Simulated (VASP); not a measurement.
Set up this calculation in VASP 6.6.1, as the native input.

```yaml
Task: single point
Functional: LDA
Potentials_or_basis: VASP PAW LDA potentials, release 64 (Ti_sv, Ge_d, B)
Cutoff: 520 eV
k_mesh: 15 × 15 × 6
Occupations: fermi-dirac, width 0.15 eV
Spin: no spin polarisation
Dipole_correction: no
Further_INCAR_settings: ALGO = Normal; EDIFF = 1e-06; NBANDS = 28
```

The structure of TiGeB4 lies in POSCAR:

```
TiGeB4
1.0
    3.0067319352      0.0000000000      0.0000000000
   -1.5033659676      2.6039062383      0.0000000000
    0.0000000000      0.0000000000      7.0587565339
Ti Ge B
1 1 4
Direct
    0.0000000000      0.0000000000      0.0000000000
    0.0000000000      0.0000000000      0.5000000000
    0.3333333333      0.6666666667      0.7794868448
    0.3333333333      0.6666666667      0.2205131552
    0.6666666667      0.3333333333      0.7794868448
    0.6666666667      0.3333333333      0.2205131552
```

One way to write it, as run:

INCAR

```
SYSTEM = TiGeB4
ALGO = Normal ; EDIFF = 1E-6
ENCUT = 520 ; GGA = CA
ISIF = 2 ; ISMEAR = -1
LASPH = .True. ; LCHARG = .False.
LREAL = .False. ; LWAVE = .False.
NBANDS = 28 ; NELM = 80
PREC = Accurate ; SIGMA = 0.15
```

KPOINTS

```
k-points
0
Gamma
  15 15 6
  0 0 0
```

Potentials or basis: VASP PAW LDA potentials, release 64 (Ti_sv, Ge_d, B).

Command:

```console
$ cat potpaw_LDA.64/Ti_sv/POTCAR potpaw_LDA.64/Ge_d/POTCAR potpaw_LDA.64/B/POTCAR > POTCAR
$ mpirun -np 1 vasp_std > vasp.out
```

It gave:

```yaml
Pressure: 0.3 GPa
Largest_force: 0.010 eV/Å
Band_gap_on_the_k_mesh: zero (band 19 reaches 10.26 eV, above the bottom of band 20 at 7.01 eV)
```

It took 95 s on 1 thread of AMD EPYC 9R45 96-Core Processor (Zen 5), on a shared host, peak memory 0.25 GiB.
